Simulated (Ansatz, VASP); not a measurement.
PbO in VASP and in Ansatz

File INCAR:

```
PREC = Accurate
ENCUT = 520
EDIFF = 1E-7
ISMEAR = -1
SIGMA = 0.03
LREAL = F
LASPH = T
NELM = 100
ALGO = Normal
ISIF = 2
LWAVE = F
LCHARG = F
NBANDS = 28
```

File KPOINTS:

```
regular mesh
0
Gamma
  7 7 6
```

Contents of POSCAR:

```
PbO
1.0
    3.9477253708      0.0000000000      0.0000000000
    0.0000000000      3.9477253708      0.0000000000
    0.0000000000      0.0000000000      4.9882942864
Pb O
2 2
Direct
    0.0000000000      0.5000000000      0.2351000000
    0.5000000000      0.0000000000      0.7649000000
    0.0000000000      0.0000000000      0.0000000000
    0.5000000000      0.5000000000      0.0000000000
```

Input for Ansatz:

```yaml
crystal:
  lattice:
    - [3.9477253708, 0.0, 0.0]
    - [0.0, 3.9477253708, 0.0]
    - [0.0, 0.0, 4.9882942864]
  atoms:
    - { symbol: Pb, position: [0.0, 0.5, 0.2351] }
    - { symbol: Pb, position: [0.5, 0.0, 0.7649] }
    - { symbol: O, position: [0.0, 0.0, 0.0] }
    - { symbol: O, position: [0.5, 0.5, 0.0] }
kpoints:
  mp_grid: { grid: [7, 7, 6] }
  band_path:
    path:
      - [0.0, 0.0, 0.0]
      - [0.0, 0.5, 0.0]
      - [0.5, 0.5, 0.0]
      - [0.0, 0.0, 0.0]
      - [0.0, 0.0, 0.5]
      - [0.0, 0.5, 0.5]
      - [0.5, 0.5, 0.5]
      - [0.0, 0.0, 0.5]
      - [0.0, 0.5, 0.0]
    npoints: 5
scf:
  occupations: { method: fermi_dirac, width: 0.03 }
hamiltonian:
  xc: lda
  pseudopotentials: { kind: all_electron, lapw: { basis_error: 0.001 } }
output:
  forces: true
  stress: true
  eigenvalues: true
```

Change from the starting cell: volume scaled by 0.98.

Alike in both runs: task single point; functional LDA; k mesh 7 × 7 × 6; occupations fermi-dirac, width 0.03 eV; no spin polarisation.

|  | VASP | Ansatz |
| --- | --- | --- |
| version | VASP 6.6.1 | Ansatz 0.2.0 |
| potentials or method | VASP PAW LDA potentials, release 64 (Pb_d, O), cutoff 520 eV | all-electron LAPW, scalar-relativistic |

|  | VASP | Ansatz | Ansatz less VASP |
| --- | --- | --- | --- |
| gap on the k mesh at the Fermi level (eV) | 1.41 | 1.44 | +0.022 |
| pressure (GPa) | 0.1 | -0.1 | -0.21 |
| traceless stress, the component that is largest in VASP (GPa) | 0.10 | 0.10 | -0.005 |
| rms of the force components (eV/Å) | 0.077 | 0.048 | -0.0291 |

LDA's correlation is that of Perdew and Zunger in VASP and of Perdew and Wang (1992) in Ansatz. Atom by atom the forces differ by 0.029 eV/Å (rms over components). Ansatz ran all-electron here, and VASP with PAW potentials.

Spin-orbit coupling is off throughout.
